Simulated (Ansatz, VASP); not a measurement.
PbS in VASP and in Ansatz

```xyz
2
Lattice="0.0000 2.9231 2.9231 2.9231 0.0000 2.9231 2.9231 2.9231 0.0000" Properties=species:S:1:pos:R:3 pbc="T T T"
Pb    0.0000    0.0000    0.0000
S     2.9231    2.9231    2.9231
```

Alike in both runs: functional LDA; k mesh 10 × 10 × 10; occupations gaussian, width 0.02 eV; no spin polarisation.

Ansatz relaxed the structure, and its values are those at the end. VASP's run is a single point on that final structure, the one shown.

|  | VASP | Ansatz |
| --- | --- | --- |
| version | VASP 6.6.1 | Ansatz 0.2.0 |
| potentials or method | VASP PAW LDA potentials, release 64 (Pb_d, S), cutoff 520 eV | scalar-relativistic, plane waves, PAW |
| valence electrons in the cell | 20 | 20 |

Ansatz gave:

* gap on the k mesh at the Fermi level (eV): 0.06
* least direct gap on the mesh (eV): 0.06
* pressure (GPa): 0.0

Question: Estimate VASP's values.

Answer: gap on the k mesh at the Fermi level (eV): 0.04; least direct gap on the mesh (eV): 0.04; pressure (GPa): 0.0.

LDA's correlation is that of Perdew and Zunger in VASP and of Perdew and Wang (1992) in Ansatz.

Neither program's run includes spin-orbit coupling.
